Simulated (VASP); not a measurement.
Set up this calculation in VASP 6.6.1, as the native input.

```yaml
Task: single point
Functional: PBEsol
Potentials_or_basis: VASP PAW PBE potentials, release 64 (Pt)
Cutoff: 520 eV
k_mesh: 11 × 11 × 6
Occupations: fermi-dirac, width 0.05 eV
Spin: no spin polarisation
Dipole_correction: no
Further_INCAR_settings: ALGO = Normal; EDIFF = 1e-06; NBANDS = 17
```

The structure of Pt lies in POSCAR:

```
Pt
1.0
    2.7043096880      0.0000000000      0.0000000000
   -1.3521548440      2.3420008895      0.0000000000
    0.0000000000      0.0000000000      4.6943078975
Pt
2
Direct
    0.3333333333      0.6666666667      0.2500000000
    0.6666666667      0.3333333333      0.7500000000
```

This cell differs from its parent crystal: volume scaled by 0.94.

These files were run (other wordings do the same):

INCAR

```
  ALGO = Normal
  EDIFF = 1E-6
  ENCUT = 520
  GGA = PS
  ISIF = 2
  ISMEAR = -1
  LASPH = True
  LCHARG = False
  LREAL = False
  LWAVE = False
  NBANDS = 17
  NELM = 60
  PREC = Accurate
  SIGMA = 0.05
```

KPOINTS

```
k-points
0
Gamma
  11 11 6
```

Potentials or basis: VASP PAW PBE potentials, release 64 (Pt).

The run is started by

```sh
$ cat potpaw_PBE.64/Pt/POTCAR > POTCAR
$ mpirun -np 1 vasp_std > vasp.out
```

Results of the run:

```yaml
Pressure: 5.4 GPa
Band_gap_on_the_k_mesh: zero (band 10 reaches 11.81 eV, above the bottom of band 11 at 10.48 eV)
```

Caveat: the PAW data sets were made with another functional, which shifts forces and pressure a little; spin-orbit coupling is left out, which moves the levels of the heavy elements.

Run time: 20 s on 1 thread of Intel(R) Xeon(R) 6975P-C (Granite Rapids), on a shared host, peak memory 0.15 GiB.
